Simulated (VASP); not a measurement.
# AlCu3 (Pmmn) in VASP: electric field gradients with LDA

Aim: the electric field gradients of AlCu3 with LDA.

Program: VASP 6.6.1. These are calculated values, not measurements. Logs are shortened: lines on timing, memory, paths and dates and some standing lists are left out, and cuts for length are marked.

### Step 1. The cell of the first run

The structure is orthorhombic, space group Pmmn (No. 59). The conventional cell has a = 4.126 Å, b = 5.062 Å, c = 4.420 Å, α = 90.00°, β = 90.00°, γ = 90.00°. Within 3.3 Å of Al (site symmetry mm2) lie 12 Cu at 2.53 to 2.55 Å. Cu (site symmetry mm2) has 8 Cu at 2.53 to 2.56 Å and 4 Al at 2.53 Å within 3.3 Å. Cu (site symmetry m) has 8 Cu at 2.52 to 2.56 Å and 4 Al at 2.53 to 2.55 Å within 3.3 Å.

### Step 2. Electric field gradients, LDA

Contents of INCAR:

```
PREC = Accurate
ENCUT = 520
EDIFF = 1E-8
ISMEAR = -1
SIGMA = 0.15
LREAL = F
LASPH = T
NELM = 80
ALGO = Fast
ISIF = 2
LWAVE = F
LCHARG = F
LEFG = T
NBANDS = 46
```

Contents of KPOINTS:

```
Automatic mesh
0
Gamma
  8 8 8
```

Contents of POSCAR:

```
AlCu3
1.0
    4.1256716407      0.0000000000      0.0000000000
    0.0000000000      5.0619979532      0.0000000000
    0.0000000000      0.0000000000      4.4196702863
Al Cu
2 6
Direct
    0.0000000000      0.0000000000      0.6641448876
    0.5000000000      0.5000000000      0.3358551124
    0.0000000000      0.5000000000      0.6683992001
    0.5000000000      0.0000000000      0.3316007999
    0.0000000000      0.2510947270      0.1636947442
    0.0000000000      0.7489052730      0.1636947442
    0.5000000000      0.2489052730      0.8363052558
    0.5000000000      0.7510947270      0.8363052558
```

Potentials or basis: VASP PAW LDA potentials, release 64 (Al, Cu).

The run is started by

```sh
$ cat potpaw_LDA.64/Al/POTCAR potpaw_LDA.64/Cu/POTCAR > POTCAR
$ mpirun -np 1 vasp_std > vasp.out
```

OUTCAR:

```text
PREC = Accurate
   ENCUT = 520
   EDIFF = 1E-8
   ISMEAR = -1
   LREAL = F
   LASPH = T
   NELM = 80
   ISIF = 2

 ion  position               nearest neighbor table
   1  0.000  0.000  0.664-   3 2.53   3 2.53   4 2.53   4 2.53   7 2.53   8 2.53   7 2.53   8 2.53
                             5 2.55   6 2.55   5 2.55   6 2.55
   2  0.500  0.500  0.336-   4 2.53   4 2.53   3 2.53   3 2.53   5 2.53   6 2.53   5 2.53   6 2.53
                             7 2.55   8 2.55   7 2.55   8 2.55
   3  0.000  0.500  0.668-   5 2.53   6 2.53   1 2.53   1 2.53   2 2.53   2 2.53   7 2.53   8 2.53
                             7 2.53   8 2.53   5 2.56   6 2.56
   4  0.500  0.000  0.332-   7 2.53   8 2.53   2 2.53   2 2.53   1 2.53   1 2.53   5 2.53   6 2.53
                             5 2.53   6 2.53   7 2.56   8 2.56
   5  0.000  0.251  0.164-   7 2.52   7 2.52   6 2.52   3 2.53   4 2.53   4 2.53   2 2.53   2 2.53
                             6 2.54   1 2.55   1 2.55   3 2.56
   6  0.000  0.749  0.164-   8 2.52   8 2.52   5 2.52   3 2.53   4 2.53   4 2.53   2 2.53   2 2.53
                             5 2.54   1 2.55   1 2.55   3 2.56
   7  0.500  0.249  0.836-   5 2.52   5 2.52   8 2.52   4 2.53   3 2.53   3 2.53   1 2.53   1 2.53
                             8 2.54   2 2.55   2 2.55   4 2.56
   8  0.500  0.751  0.836-   6 2.52   6 2.52   7 2.52   4 2.53   3 2.53   3 2.53   1 2.53   1 2.53
                             7 2.54   2 2.55   2 2.55   4 2.56

  LATTYP: Found a simple orthorhombic cell.
 ALAT       =     4.1256716407
 B/A-ratio  =     1.0712607961
 C/A-ratio  =     1.2269512443

  Lattice vectors:

 A1 = (  -4.1256716407,   0.0000000000,   0.0000000000)
 A2 = (   0.0000000000,   0.0000000000,   4.4196702863)
 A3 = (   0.0000000000,   5.0619979532,   0.0000000000)

Analysis of symmetry for initial positions (statically):
=====================================================================
 Subroutine PRICEL returns:
 Original cell was already a primitive cell.

 Routine SETGRP: Setting up the symmetry group for a
 simple orthorhombic supercell.

 Subroutine GETGRP returns: Found  8 space group operations
 (whereof  4 operations were pure point group operations)
 out of a pool of  8 trial point group operations.

The static configuration has the point symmetry C_2v.
 The point group associated with its full space group is D_2h.

Analysis of symmetry for dynamics (positions and initial velocities):
=====================================================================
 Subroutine PRICEL returns:
 Original cell was already a primitive cell.

 Routine SETGRP: Setting up the symmetry group for a
 simple orthorhombic supercell.

 Subroutine GETGRP returns: Found  8 space group operations
 (whereof  4 operations were pure point group operations)
 out of a pool of  8 trial point group operations.

The dynamic configuration has the point symmetry C_2v.
 The point group associated with its full space group is D_2h.

 Subroutine INISYM returns: Found  8 space group operations
 (whereof  4 operations are pure point group operations),
 and found     1 'primitive' translations

----------------------------------------------------------------------------------------

                                     Primitive cell

  volume of cell :      92.3010

  direct lattice vectors                    reciprocal lattice vectors
     4.125671641  0.000000000  0.000000000     0.242384777  0.000000000  0.000000000
     0.000000000  5.061997953  0.000000000     0.000000000  0.197550455  0.000000000
     0.000000000  0.000000000  4.419670286     0.000000000  0.000000000  0.226261222

  length of vectors
     4.125671641  5.061997953  4.419670286     0.242384777  0.197550455  0.226261222

  position of ions in fractional coordinates (direct lattice)
     0.000000000  0.000000000  0.664144888
     0.500000000  0.500000000  0.335855112
     0.000000000  0.500000000  0.668399200
     0.500000000  0.000000000  0.331600800
     0.000000000  0.251094727  0.163694744
     0.000000000  0.748905273  0.163694744
     0.500000000  0.248905273  0.836305256
     0.500000000  0.751094727  0.836305256

  ion indices of the primitive-cell ions
   primitive index   ion index
[... 91 lines left out ...]
   NELECT =      72.0000    total number of electrons
   NUPDOWN=      -1.0000    fix difference up-down
   EMIN   =  10.00;   EMAX   =-10.00  energy-range for DOS
   EFERMI =   0.00;   METHOD = LEGACY
   ISMEAR =    -1;   SIGMA  =   0.15  broadening in eV -4-tet -1-fermi 0-gaus
   EFERMI_NEDOS =   21; number of points for ismear=-14 and -15
   IALGO  =     68    algorithm
   IMIX   =      4    mixing-type and parameters
     AMIX     =   0.40;   BMIX     =  1.00
     AMIX_MAG =   1.60;   BMIX_MAG =  1.00
  volume/ion in A,a.u.               =      11.54        77.86
  Fermi-wavevector in a.u.,A,eV,Ry     =   1.507012  2.847841 30.900007  2.271086
  Thomas-Fermi vector in A             =   2.617654
   LORBIT       =      0    0 simple, 1 ext, 2 COOP (PROOUT), +10 PAW based schemes
   GGA     = CA    functional components
   LHFCALC =     F    Hartree Fock is set to
   AEXX    =    0.0000 exact exchange contribution
   IVDW    =     0    specifies the selected vdW correction
   LEPSILON=     F    determine dielectric tensor
   LRPA    =     F    only Hartree local field effects (RPA)
 non-spin polarized calculation
 RMM-DIIS sequential band-by-band and
  energy-cutoff  :      520.00
  volume of cell :       92.30
 maximum number of plane-waves:      2513
 NGX is ok and might be reduce to    32
   NGX = 15   NGY = 19   NGZ = 17

 number of electron      71.9999952 magnetization

 Free energy of the ion-electron system (eV)
  ---------------------------------------------------
  ext. energy  EPLUGINS =         0.00000000
  ---------------------------------------------------
  free energy    TOTEN  =       -38.39222370 eV

  energy without entropy =      -38.21849613  energy(sigma->0) =      -38.30535991

 E-fermi :   9.0239     XC(G=0): -12.8677

 val. band max:        9.0203975490   @ k =   0.0000   0.3750   0.0000
 cond. band min:       9.0262906039   @ k =   0.2500   0.0000   0.3750
 fundamental gap:      0.0058930549
 Fermi energy:         9.0238739309

 k-point     1 :       0.0000    0.0000    0.0000
  band No.  band energies     occupation
      1      -1.9234      2.00000
      2       2.4523      2.00000
      3       2.9250      2.00000
      4       3.5793      2.00000
      5       3.8647      2.00000
      6       3.9739      2.00000
[... 1165 lines left out ...]
     45      16.3450      0.00000
     46      16.3453      0.00000

 [... further k-points ...]

------------------------ aborting loop because EDIFF is reached ----------------------------------------

  FORCE on cell =-STRESS in cart. coord.  units (eV):
  Direction    XX          YY          ZZ          XY          YZ          ZX
  --------------------------------------------------------------------------------------
  -------------------------------------------------------------------------------------
  Total        0.4242299      0.4087985      0.3884621      0.0000000      0.0000000      0.0000000
  in kB        7.3638571      7.0959971      6.7429937      0.0000000      0.0000000      0.0000000
  external PRESSURE =       7.0676160 kB  Pullay stress =       0.0000000 kB

 VOLUME and BASIS-vectors are now :
 -----------------------------------------------------------------------------
  energy-cutoff  :      520.00
  volume of cell :       92.30
      direct lattice vectors                 reciprocal lattice vectors
     4.125671641  0.000000000  0.000000000     0.242384777  0.000000000  0.000000000
     0.000000000  5.061997953  0.000000000     0.000000000  0.197550455  0.000000000
     0.000000000  0.000000000  4.419670286     0.000000000  0.000000000  0.226261222

 POSITION                                       TOTAL-FORCE (eV/Angst)
 -----------------------------------------------------------------------------------
      0.00000      0.00000      2.93530        -0.000000     -0.000000      0.004938
      2.06284      2.53100      1.48437        -0.000000     -0.000000     -0.004938
      0.00000      2.53100      2.95410        -0.000000     -0.000000     -0.000144
      2.06284      0.00000      1.46557        -0.000000     -0.000000      0.000144
      0.00000      1.27104      0.72348        -0.000000     -0.002822      0.001790
      0.00000      3.79096      0.72348        -0.000000      0.002822      0.001790
      2.06284      1.25996      3.69619         0.000000      0.002822     -0.001790
      2.06284      3.80204      3.69619         0.000000     -0.002822     -0.001790
 -----------------------------------------------------------------------------------
    total drift:                                0.000000      0.000000     -0.000000

  FREE ENERGIE OF THE ION-ELECTRON SYSTEM (eV)
  ---------------------------------------------------
  free  energy   TOTEN  =       -38.3922236974 eV

  energy  without entropy=      -38.2184961318  energy(sigma->0) =      -38.30535991

 Electric field gradients (V/A^2)
---------------------------------------------------------------------
 ion       V_xx      V_yy      V_zz      V_xy      V_xz      V_yz
---------------------------------------------------------------------
   1      -2.151     0.330     1.821     0.000     0.000    -0.000
   2      -2.151     0.330     1.821     0.000    -0.000    -0.000
   3       2.881    10.633   -13.514     0.000    -0.000    -0.000
   4       2.881    10.633   -13.514    -0.000     0.000     0.000
   5       0.631    -2.743     2.112     0.000     0.000     3.846
   6       0.631    -2.743     2.112    -0.000     0.000    -3.846
   7       0.631    -2.743     2.112     0.000     0.000     3.846
   8       0.631    -2.743     2.112    -0.000    -0.000    -3.846
---------------------------------------------------------------------

 Electric field gradients after diagonalization (V/A^2)
 (convention: |V_zz| > |V_xx| > |V_yy|)
----------------------------------------------------------------------
 ion       V_xx      V_yy      V_zz     asymmetry (V_yy - V_xx)/ V_zz
----------------------------------------------------------------------
   1       1.821     0.330    -2.151       0.693
   2       1.821     0.330    -2.151       0.693
   3      10.633     2.881   -13.514       0.574
   4      10.633     2.881   -13.514       0.574
   5       4.232     0.631    -4.863       0.741
   6       4.232     0.631    -4.863       0.741
   7       4.232     0.631    -4.863       0.741
   8       4.232     0.631    -4.863       0.741
----------------------------------------------------------------------

           NMR quadrupolar parameters

 Cq : quadrupolar parameter    Cq=e*Q*V_zz/h
 eta: asymmetry parameters     (V_yy - V_xx)/ V_zz
 Q  : nuclear electric quadrupole moment in mb (millibarn)
----------------------------------------------------------------------
 ion       Cq(MHz)       eta       Q (mb)
----------------------------------------------------------------------
   1      -0.005       0.693       1.000
   2      -0.005       0.693       1.000
   3      -0.033       0.574       1.000
   4      -0.033       0.574       1.000
   5      -0.012       0.741       1.000
   6      -0.012       0.741       1.000
   7      -0.012       0.741       1.000
   8      -0.012       0.741       1.000
----------------------------------------------------------------------
```

It took 10 min on 1 thread of Intel Xeon Platinum 8488C (Sapphire Rapids), shared host; peak memory 0.45 GiB.

Results:

| Item | Value |
| --- | --- |
| Free energy | -38.3922 eV |
| Pressure | 0.7 GPa |
| Largest force | 0.005 eV/Å |
| Band gap on the k mesh | zero (bands 36 and 37 overlap by 4.24 eV) |
| Largest electric field gradient by atom | Al -2.2; Cu -13.5, -4.9 (each value once) V/Å² |

Forces in eV/Å, atoms in the order of the input:
```
Al   0.000  0.000  0.005
Al   0.000  0.000 -0.005
Cu   0.000  0.000  0.000
Cu   0.000  0.000  0.000
Cu   0.000 -0.003  0.002
Cu   0.000  0.003  0.002
Cu   0.000  0.003 -0.002
Cu   0.000 -0.003 -0.002
```

Levels at points of the mesh, in eV from the Fermi level:
```tsv
k point	band 33	band 34	band 35	band 36	band 37	band 38	band 39	band 40
(0.00, 0.00, 0.00)	-2.34	-1.72	-1.30	-0.33	1.78	3.36	3.74	4.10
(0.50, 0.00, 0.00)	-1.29	-1.29	-0.87	-0.87	-0.62	-0.62	2.69	2.69
(0.00, 0.50, 0.00)	-0.26	-0.26	0.30	0.30	0.79	0.79	2.29	2.29
(0.50, 0.50, 0.00)	-2.44	-2.44	0.95	0.95	1.12	1.12	3.23	3.23
(0.00, 0.00, 0.50)	-1.67	-1.39	-0.52	0.01	0.63	1.08	1.94	3.02
(0.50, 0.00, 0.50)	-2.38	-2.38	-1.32	-1.32	-0.99	-0.99	2.73	2.73
(0.00, 0.50, 0.50)	-2.39	-2.39	2.24	2.24	2.56	2.56	2.67	2.67
(0.50, 0.50, 0.50)	-2.41	-2.41	-2.10	-2.10	-2.00	-2.00	6.92	6.92
```

Electric field gradients, principal values (V/Å²):
```tsv
atom	least	middle	greatest (by size)
1 Al	0.330	1.821	-2.151
2 Al	0.330	1.821	-2.151
3 Cu	2.881	10.633	-13.514
4 Cu	2.881	10.633	-13.514
5 Cu	0.631	4.232	-4.863
6 Cu	0.631	4.232	-4.863
7 Cu	0.631	4.232	-4.863
8 Cu	0.631	4.232	-4.863
```

Caveat: without QUAD_EFG the Cq values of the log hold for a quadrupole moment of 1 mb, not for the nuclei.
